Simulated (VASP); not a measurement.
Write the native input for VASP 6.6.1 that does the following.

```yaml
Task: single point
Functional: LDA
Potentials_or_basis: VASP PAW LDA potentials, release 64 (W_sv)
Cutoff: 520 eV
k_mesh: 22 × 22 × 22
Occupations: gaussian, width 0.15 eV
Spin: no spin polarisation
Dipole_correction: no
Further_INCAR_settings: ALGO = Fast; EDIFF = 1e-07; NBANDS = 13
```

The structure of W lies in POSCAR:

```
W
1.0
    0.0000000000      2.0457981996      1.7530444773
    2.0457981996      0.0000000000      1.7530444773
    2.0457981996      2.0457981996      0.0000000000
W
1
Direct
    0.0000000000      0.0000000000      0.0000000000
```

The input as run:

INCAR

```
SYSTEM = W
PREC = Accurate
ENCUT = 520
EDIFF = 1E-7
ISMEAR = 0
SIGMA = 0.15
LREAL = .FALSE.
LASPH = .TRUE.
NELM = 80
ALGO = Fast
ISIF = 2
LWAVE = .FALSE.
LCHARG = .TRUE.
GGA = CA
LELF = .TRUE.
LVHAR = .TRUE.
NBANDS = 13
```

KPOINTS

```
Automatic mesh
0
G
  22 22 22
  0 0 0
```

Potentials or basis: VASP PAW LDA potentials, release 64 (W_sv).

Launch:

```console
$ cat potpaw_LDA.64/W_sv/POTCAR > POTCAR
$ mpirun -np 1 vasp_std > vasp.out
```

Results of the run:

The pressure is 25.1 GPa and the band gap on the k mesh is zero (bands 7 and 8 overlap by 6.38 eV).

Caveat: the stress differs along the axes, from 0 to 38 GPa; spin-orbit coupling is left out, which moves the levels of the heavy elements.

Wall time 4.3 min on 1 thread of Intel Xeon 8259CL, with other jobs on the host, peak memory 0.25 GiB.
